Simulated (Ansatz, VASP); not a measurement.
## Al2Pt in VASP and in Ansatz

File INCAR:

```
PREC = Accurate ; ENCUT = 520
EDIFF = 1E-6 ; ISMEAR = 1
SIGMA = 0.3 ; LREAL = False
LASPH = True ; NELM = 60
ALGO = Normal ; ISIF = 2
LWAVE = False ; LCHARG = False
GGA = PE ; NBANDS = 15
```

KPOINTS

```
Automatic mesh
0
Gamma
  7 7 7
```

POSCAR

```
Al2Pt
1.0
    0.0000000000      2.9550000000      2.9550000000
    2.9550000000      0.0000000000      2.9550000000
    2.9550000000      2.9550000000      0.0000000000
Al Pt
2 1
Direct
    0.2500000000      0.2500000000      0.2500000000
    0.7500000000      0.7500000000      0.7500000000
    0.0000000000      0.0000000000      0.0000000000
```

Input for Ansatz:

```yaml
crystal:
  lattice:
    - [0.0, 2.955, 2.955]
    - [2.955, 0.0, 2.955]
    - [2.955, 2.955, 0.0]
  atoms:
    - { symbol: Al, position: [0.25, 0.25, 0.25] }
    - { symbol: Al, position: [0.75, 0.75, 0.75] }
    - { symbol: Pt, position: [0.0, 0.0, 0.0] }
basis:
  ecutwfc: 571.4391111657479
kpoints:
  mp_grid:
    grid: [7, 7, 7]
    shift: [0.0, 0.0, 0.0]
hamiltonian:
  xc: pbe
scf:
  occupations:
    method: cold
    width: 0.3
output:
  stress: true
```

Alike in both runs: task single point; functional PBE; k mesh 7 × 7 × 7; no spin polarisation.

|  | VASP | Ansatz |
| --- | --- | --- |
| version | VASP 6.6.1 | Ansatz 0.2.0 |
| potentials or method | VASP PAW PBE potentials, release 64 (Al, Pt), cutoff 520 eV | plane waves, PAW |
| occupations | methfessel-paxton of order 1, width 0.3 eV | cold, width 0.3 eV |
| valence electrons in the cell | 16 | 24 |

VASP gave:

```
pressure (GPa) : 2.3
```

Problem. Which values does Ansatz return?

Solution. Pressure (GPa): 2.4.

VASP's potentials hold 16 valence electrons a cell and Ansatz's 24, so a difference there can come from the potentials and not from the codes.

Neither program's run includes spin-orbit coupling.
